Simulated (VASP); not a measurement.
Set up this calculation in VASP 6.6.1, as the native input.

- Task: single point
- Functional: PBE0
- Potentials or basis: VASP PAW PBE potentials, release 64 (Zn, Se)
- Cutoff: 400 eV
- k mesh: 4 × 4 × 2
- Occupations: gaussian, width 0.01 eV
- Spin: no spin polarisation
- Dipole correction: no
- Grid for exact exchange (PRECFOCK): Normal
- Further INCAR settings: ALGO = Normal; EDIFF = 1e-06; NBANDS = 26
- Share of exact exchange: 0.25

ZnSe:

```
Zn Se
1.0
     4.10770    0.00000    0.00000
     0.00000    4.10770    0.00000
     0.00000    0.00000    6.07035
Zn Se
2 2
Direct
  0.00000 0.00000 0.00000
  0.50000 0.50000 0.00000
  0.00000 0.50000 0.24628
  0.50000 0.00000 0.75372
```

The input as run:

POSCAR

```
ZnSe
1.0
    4.1077020000      0.0000000000      0.0000000000
    0.0000000000      4.1077020000      0.0000000000
    0.0000000000      0.0000000000      6.0703500000
Zn Se
2 2
Direct
    0.0000000000      0.0000000000      0.0000000000
    0.5000000000      0.5000000000      0.0000000000
    0.0000000000      0.5000000000      0.2462800003
    0.5000000000      0.0000000000      0.7537199997
```

INCAR.step1

```
SYSTEM = ZnSe
ALGO     = Normal         ! electronic algorithm
EDIFF    = 1E-5           ! SCF threshold, eV
ENCUT    = 400            ! plane-wave cutoff, eV
GGA      = PE             ! functional
GGA_COMPAT= .False.      
ISIF     = 2              ! what is computed and relaxed
ISMEAR   = 0              ! smearing method
LASPH    = .True.         ! aspherical terms in the spheres
LREAL    = .False.        ! projectors in reciprocal space
LWAVE    = .True.         ! write WAVECAR
NBANDS   = 26             ! bands
NELM     = 120            ! most SCF steps
PREC     = Accurate       ! precision mode
SIGMA    = 0.01           ! smearing width, eV
```

INCAR.step2

```
SYSTEM = ZnSe
AEXX     = 0.25           ! exact-exchange fraction
ALGO     = Normal         ! electronic algorithm
EDIFF    = 1E-6           ! SCF threshold, eV
ENCUT    = 400            ! plane-wave cutoff, eV
GGA      = PE             ! functional
GGA_COMPAT= .False.      
ISIF     = 2              ! what is computed and relaxed
ISMEAR   = 0              ! smearing method
ISTART   = 1            
LASPH    = .True.         ! aspherical terms in the spheres
LCHARG   = .True.         ! write CHGCAR
LELF     = .True.         ! ELF
LHFCALC  = .True.         ! exact exchange
LREAL    = .False.        ! projectors in reciprocal space
LVHAR    = .True.       
LWAVE    = .False.        ! write WAVECAR
NBANDS   = 26             ! bands
NELM     = 120            ! most SCF steps
PREC     = Accurate       ! precision mode
PRECFOCK = Normal       
SIGMA    = 0.01           ! smearing width, eV
```

KPOINTS

```
k-points
0
Gamma
  4 4 2
  0 0 0
```

Potentials or basis: VASP PAW PBE potentials, release 64 (Zn, Se).

Command:

```console
$ cat potpaw_PBE.64/Zn/POTCAR potpaw_PBE.64/Se/POTCAR > POTCAR
$ cp INCAR.step1 INCAR
$ mpirun -np 1 vasp_std > vasp.out
$ cp INCAR.step2 INCAR
$ mpirun -np 1 vasp_std > vasp.out
```

It gave:

```
Pressure               : -1.5 GPa
Largest force          : 0.389 eV/Å
Band gap on the k mesh : 3.64 eV
```

Caveat: the k points lie up to 0.52 Å⁻¹ apart; the PAW data sets were made with another functional, which shifts forces and pressure a little.

It took 26 min on 1 thread of Intel(R) Xeon(R) Platinum 8375C CPU @ 2.90GHz (Ice Lake), with other jobs on the host, peak memory 0.2 GiB.
